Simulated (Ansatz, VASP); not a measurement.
# Hg: VASP beside Ansatz

File INCAR:

```
PREC = Accurate
ENCUT = 520
EDIFF = 1E-6
ISMEAR = 1
SIGMA = 0.03
LREAL = F
LASPH = T
NELM = 100
ALGO = Normal
ISIF = 2
LWAVE = F
LCHARG = T
GGA = CA
LELF = T
LVHAR = T
NBANDS = 12
```

File KPOINTS:

```
Automatic mesh
0
Gamma
  11 11 11
```

Contents of POSCAR:

```
Hg
1.0
    1.7463233735      1.0082402698      2.1478810803
   -1.7463233735      1.0082402698      2.1478810803
    0.0000000000     -2.0164805396      2.1478810803
Hg
1
Direct
    0.0000000000      1.0000000000      0.0000000000
```

Input for Ansatz:

```yaml
crystal:
  lattice:
    - [1.7463233735, 1.0082402698, 2.1478810803]
    - [-1.7463233735, 1.0082402698, 2.1478810803]
    - [0.0, -2.0164805396, 2.1478810803]
  atoms:
    - { symbol: Hg, position: [0.0, 1.0, 0.0] }
hamiltonian:
  xc: lda
  pseudopotentials:
    kind: paw
    azcp:
      Hg: "pseudopotentials/Hg.paw.azcp"
basis:
  ecutwfc: 420
  fft_grid_basis: typed
kpoints:
  mp_grid: { grid: [11, 11, 11], shift: [0, 0, 0] }
magnetization:
  spin_polarized: false
scf:
  occupations: { method: cold, width: 0.03 }
  lower_state_search: "off"
output:
  stress: true
```

Alike in both runs: task single point; functional LDA; k mesh 11 × 11 × 11; no spin polarisation.

|  | VASP | Ansatz |
| --- | --- | --- |
| version | VASP 6.6.1 | Ansatz 0.2.0 |
| potentials or method | VASP PAW LDA potentials, release 64 (Hg), cutoff 520 eV | plane waves (420 eV) with PAW, scalar-relativistic |
| occupations | methfessel-paxton of order 1, width 0.03 eV | cold, width 0.03 eV |
| valence electrons in the cell | 12 | 20 |

VASP gave:

```
pressure (GPa)                                                : 0.9
traceless stress, the component that is largest in VASP (GPa) : 0.61
```

Q: What did Ansatz give for the same quantities?

A: Pressure (GPa): 0.2; traceless stress, the component that is largest in VASP (GPa): 0.26.

Ansatz warns that its potentials were made for another functional, while VASP's fit it. LDA's correlation is that of Perdew and Zunger in VASP and of Perdew and Wang (1992) in Ansatz. VASP's potentials hold 12 valence electrons a cell and Ansatz's 20, so a difference there can come from the potentials and not from the codes.

Neither program's run includes spin-orbit coupling.
